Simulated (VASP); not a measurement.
Crystal: Ir.

```
Ir
1.0
     0.00000    1.92696    1.92696
     1.92696    0.00000    1.92696
     1.92696    1.92696    0.00000
Ir
1
Direct
  0.00000 0.00000 0.00000
```

Base run:

```yaml
Program: VASP 6.6.1
Functional: PBE
Potentials_or_basis: VASP PAW PBE potentials, release 64 (Ir)
Cutoff: 520 eV
k_mesh: 10 × 10 × 10
Occupations: gaussian, width 0.1 eV
Spin: no spin polarisation
```

Its results: pressure 5.3 GPa.

**Question.** After a change of settings the same cell gave: pressure 81.5 GPa. Which change was it?
A. cutoff from 520 eV to 500 eV; k mesh from 10 × 10 × 10 to 4 × 4 × 4; occupations from gaussian, width 0.1 eV to methfessel-paxton, width 0.0019 eV
B. functional from PBE to PBEsol; cutoff from 520 eV to 500 eV
C. cutoff from 520 eV to 500 eV; k mesh from 10 × 10 × 10 to 4 × 4 × 4; occupations from gaussian, width 0.1 eV to tetrahedron
D. cutoff from 520 eV to 500 eV; k mesh from 10 × 10 × 10 to 2 × 2 × 2

**Answer.** D.

Caveats: some runs use coarse meshes.
